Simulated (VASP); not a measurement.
Pd, 3 atoms in the cell. Symmetry: R-3m, No. 166, trigonal system. The conventional cell has a = 2.787 Å, b = 2.787 Å, c = 20.462 Å, α = 90.00°, β = 90.00°, γ = 120.00°. Within 3.7 Å of Pd (site symmetry -3m) lie 12 Pd at 2.78 to 2.79 Å. Pd (site symmetry 3m) has 12 Pd at 2.78 to 2.79 Å within 3.7 Å. 

* Program: VASP 6.6.1
* Task: single point
* Functional: PBEsol
* Potentials or basis: VASP PAW PBE potentials, release 64 (Pd)
* Cutoff: 520 eV
* k mesh: 6 × 6 × 6
* Occupations: gaussian, width 0.1 eV
* Spin: no spin polarisation
* Dipole correction: no
* Further INCAR settings: ALGO = Normal; EDIFF = 1e-07; NBANDS = 22

Potentials or basis: VASP PAW PBE potentials, release 64 (Pd).

Command:

```console
$ cat potpaw_PBE.64/Pd/POTCAR > POTCAR
$ mpirun -np 1 vasp_std > vasp.out
```

Hardware: 1 thread of Intel(R) Xeon(R) Platinum 8488C (Sapphire Rapids) (shared host).

Question: Estimate the wall time of this run.

Answer: Wall time 120 s on 1 thread of Intel(R) Xeon(R) Platinum 8488C (Sapphire Rapids) (shared host), peak memory 0.37 GiB. Counts: scf iterations 15, k points 32.
